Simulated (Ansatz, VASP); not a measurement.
Two plane-wave programs on Al7GaN8

```
CELL_PARAMETERS angstrom
0.00000 0.00000 -5.01472
3.12113 5.40596 0.00000
3.12113 -5.40596 0.00000
ATOMIC_POSITIONS crystal
Ga 0.99935 0.16667 0.33333
Al 0.00042 0.16612 0.83306
Al 0.00042 0.66694 0.33388
Al 0.00042 0.66694 0.83306
Al 0.50067 0.33415 0.66829
Al 0.50067 0.33415 0.16585
Al 0.50097 0.83333 0.66667
Al 0.50067 0.83171 0.16585
N 0.60908 0.16667 0.33333
N 0.62058 0.16623 0.83312
N 0.62058 0.66688 0.33377
N 0.62058 0.66688 0.83312
N 0.12189 0.33682 0.67364
N 0.12189 0.33682 0.16318
N 0.11992 0.83333 0.66667
N 0.12189 0.82636 0.16318
```

Alike in both runs: functional PBEsol; k mesh 6 × 6 × 6; occupations gaussian, width 0.02 eV; no spin polarisation.

Ansatz relaxed the structure, and its values are those at the end. VASP's run is a single point on that final structure, the one shown.

|  | VASP | Ansatz |
| --- | --- | --- |
| version | VASP 6.6.1 | Ansatz 0.2.0 |
| potentials or method | VASP PAW PBE potentials, release 64 (Ga_d, Al, N), cutoff 520 eV | scalar-relativistic, plane waves, PAW |
| valence electrons in the cell | 74 | 74 |

|  | VASP | Ansatz | Ansatz less VASP |
| --- | --- | --- | --- |
| gap on the k mesh at the Fermi level (eV) | 3.78 | 3.77 | -0.016 |
| least direct gap on the mesh (eV) | 3.78 | 3.77 | -0.016 |
| pressure (GPa) | 0.0 | 0.0 | +0.05 |
| rms of the force components (eV/Å) | 0.003 | 0.001 | -0.0018 |

VASP's potentials were made for PBE, not for PBEsol.
